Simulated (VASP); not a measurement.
The system is SnO.

```xyz
4
Lattice="3.7358 0.0000 0.0000 0.0000 3.7358 0.0000 0.0000 0.0000 4.7872" Properties=species:S:1:pos:R:3 pbc="T T T"
Sn    1.8679    0.0000    3.6604
Sn    0.0000    1.8679    1.1268
O     0.0000    0.0000    0.0000
O     1.8679    1.8679    0.0000
```

Base run:

```yaml
Program: VASP 6.6.1
Functional: r2SCAN
Potentials_or_basis: VASP PAW PBE potentials, release 64 (Sn_d, O)
Cutoff: 520 eV
k_mesh: 7 × 7 × 6
Occupations: fermi-dirac, width 0.05 eV
Spin: no spin polarisation
```

Its results: band gap on the k mesh 0.24 eV (least direct gap 2.33 eV); pressure 7.1 GPa; largest force 0.978 eV/Å.

**Question.** The run is repeated on the same cell with these changes: functional from r2SCAN to PBE; dispersion from none to D4. What comes out?

**Answer.** Band gap on the k mesh 0.16 eV (least direct gap 2.02 eV); pressure 8.4 GPa; largest force 1.441 eV/Å.

Several settings changed at once.

Caveats: the cell stands under pressure; semilocal functionals underestimate gaps, and a narrow one can read as zero; spin-orbit coupling is left out, which moves the levels of the heavy elements; the PAW data sets were made with another functional, which shifts forces and pressure a little (at least some runs); forces of over 1 eV/Å act on the atoms, so gaps and moduli don't describe the material at rest (at least some runs).

A k mesh can miss the band edges.
